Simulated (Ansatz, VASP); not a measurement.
**Two plane-wave programs on Sn**

Contents of INCAR:

```
PREC     = Accurate       # precision mode
ENCUT    = 520            # plane-wave cutoff, eV
EDIFF    = 1E-6           # SCF threshold, eV
ISMEAR   = 0              # smearing method
SIGMA    = 0.15           # smearing width, eV
LREAL    = F              # projectors in reciprocal space
LASPH    = T              # aspherical terms in the spheres
NELM     = 80             # most SCF steps
ALGO     = Fast           # electronic algorithm
ISIF     = 2              # what is computed and relaxed
LWAVE    = F              # write WAVECAR
LCHARG   = F              # write CHGCAR
GGA      = PS             # functional
NBANDS   = 13             # bands
```

KPOINTS

```
Automatic mesh
0
Gamma
  24 24 24
```

File POSCAR:

```
Sn
1.0
   -1.6445250972      1.8794572540      1.8794572540
    1.8794572540     -1.6445250972      1.8794572540
    1.8794572540      1.8794572540     -1.6445250972
Sn
1
Direct
    0.0000000000      0.0000000000      0.0000000000
```

Input for Ansatz:

```yaml
crystal:
  lattice:
    - [-1.6445250972, 1.879457254, 1.879457254]
    - [1.879457254, -1.6445250972, 1.879457254]
    - [1.879457254, 1.879457254, -1.6445250972]
  atoms:
    - { symbol: Sn, position: [0.0, 0.0, 0.0] }
basis:
  ecutwfc: 420
kpoints:
  mp_grid: { grid: [24, 24, 24] }
hamiltonian:
  xc: pbesol
scf:
  occupations: { method: gaussian, width: 0.15 }
output:
  forces: true
  stress: true
  eigenvalues: true
```

Alike in both runs: task single point; functional PBEsol; k mesh 24 × 24 × 24; occupations gaussian, width 0.15 eV; no spin polarisation.

|  | VASP | Ansatz |
| --- | --- | --- |
| version | VASP 6.6.1 | Ansatz 0.2.0 |
| potentials or method | VASP PAW PBE potentials, release 64 (Sn_d), cutoff 520 eV | scalar-relativistic, plane waves, PAW |
| valence electrons in the cell | 14 | 14 |

|  | VASP | Ansatz | Ansatz less VASP |
| --- | --- | --- | --- |
| gap on the k mesh at the Fermi level (eV) | none | none | - |
| pressure (GPa) | 1.0 | 1.0 | +0.02 |
| traceless stress, the component that is largest in VASP (GPa) | -1.14 | -1.14 | +0.001 |

VASP's potentials were made for PBE, not for PBEsol. A gap of «none» marks a metal or a gap that the smearing closes.
